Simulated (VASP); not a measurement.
LiH, 2 atoms in the cell. Symmetry: I4/mmm, No. 139, tetragonal system. The conventional cell has a = 2.989 Å, b = 2.989 Å, c = 3.740 Å, α = 90.00°, β = 90.00°, γ = 90.00°. Li (site symmetry 4/mmm) has 6 H at 1.87 to 2.11 Å within 2.5 Å. H (site symmetry 4/mmm) has 6 Li at 1.87 to 2.11 Å within 2.5 Å.  This cell differs from its parent crystal: strain +0.040 along x and y, -0.080 along z.

| Property | Result |
| --- | --- |
| Program | VASP 6.6.1 |
| Task | single point |
| Functional | PBE |
| Potentials or basis | VASP PAW PBE potentials, release 64 (Li_sv, H) |
| Cutoff | 520 eV |
| k mesh | 10 × 10 × 10 |
| Occupations | gaussian, width 0.05 eV |
| Spin | no spin polarisation |
| Dipole correction | no |
| Further INCAR settings | ALGO = Normal; EDIFF = 1e-06; NBANDS = 9 |

Potentials or basis: VASP PAW PBE potentials, release 64 (Li_sv, H).

Launch:

```console
$ cat potpaw_PBE.64/Li_sv/POTCAR potpaw_PBE.64/H/POTCAR > POTCAR
$ mpirun -np 1 vasp_std > vasp.out
```

Hardware: 1 thread of Intel Xeon 6975P-C, on a shared host.

Q: Estimate the wall time of this run.

A: Run time: 9.4 s on 1 thread of Intel Xeon 6975P-C, on a shared host, peak memory 0.14 GiB. Counts: scf iterations 11, k points 102.
